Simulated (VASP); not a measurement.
Input of a VASP 6.6.1 run:

INCAR

```
PREC = Accurate ; ENCUT = 520
EDIFF = 1E-7 ; ISMEAR = 0
SIGMA = 0.05 ; LREAL = Auto
LASPH = True ; NELM = 150
ALGO = Normal ; ISIF = 2
LWAVE = False ; LCHARG = True
ISPIN = 2 ; MAGMOM = 0 0 0 0 0 0 0 0 0 0 0 0 0 0 0 0 2
LORBIT = 11 ; LDIPOL = True
IDIPOL = 3 ; DIPOL = 0.5 0.5 0.309
GGA = PE ; IVDW = 12
LELF = True ; LVHAR = True
LVACPOTAV = True ; NBANDS = 52
```

Contents of KPOINTS:

```
regular mesh
0
Gamma
  6 6 1
```

The input POSCAR:

```
SiC16
1.0
    4.9298676323      0.0000000000      0.0000000000
    0.0000000000      4.4224271195      0.0000000000
    0.0000000000      0.0000000000     22.6937497910
C Si
16 1
Direct
    0.2500000000      0.4155274488      0.1762599851
    0.7500000000      0.4155274488      0.1762599851
    0.0000000000      0.5195584910      0.2001803947
    0.5000000000      0.5195584910      0.2001803947
    0.0000000000      0.7272227621      0.2480852155
    0.5000000000      0.7272227621      0.2480852155
    0.2500000000      0.8312538043      0.2720056251
    0.7500000000      0.8312538043      0.2720056251
    0.2500000000      0.0442051686      0.3198734326
    0.7500000000      0.0442051686      0.3198734326
    0.0000000000      0.1500808487      0.3425973485
    0.5000000000      0.1500808487      0.3425973485
    0.0000000000      0.3779776253      0.3900566375
    0.5000000000      0.3779776253      0.3900566375
    0.2500000000      0.4764186278      0.4095290499
    0.7500000000      0.4764186278      0.4095290499
    0.2500000000      0.6430852945      0.5329110395
```

Potentials or basis: VASP PAW PBE potentials, release 64 (C, Si).

Launch:

```console
$ cat potpaw_PBE.64/C/POTCAR potpaw_PBE.64/Si/POTCAR > POTCAR
$ mpirun -np 1 vasp_std > vasp.out
```

**Question.** Predict the dispersion energy per atom.

**Answer.** -0.123 eV.

**Question.** What does it give for the site moments?

**Answer.** C -0.64, +0.02, -0.08, +0.01, -0.01, -0.00, -0.03, -0.15, -0.47 (each value once); Si +0.32 μB.

**Question.** Estimate the net moment.

**Answer.** -2.46 μB per cell.

**Question.** Predict the largest force.

**Answer.** 3.675 eV/Å.

Forces on the atoms (eV/Å):
```
C    0.000  1.650  1.966
C    0.000  1.652  1.972
C    0.000 -2.162 -2.577
C    0.000 -2.162 -2.577
C   -0.008  0.682  0.869
C    0.008  0.682  0.869
C    0.000 -0.152 -0.188
C    0.000 -0.165 -0.213
C    0.000 -0.110 -0.144
C    0.000 -0.176 -0.258
C   -0.210  0.427  0.192
C    0.210  0.427  0.192
C    0.094 -0.796 -0.976
C   -0.094 -0.796 -0.976
C    0.000  1.271  3.448
C    0.000  0.082  0.642
Si   0.000 -0.353 -2.241
```
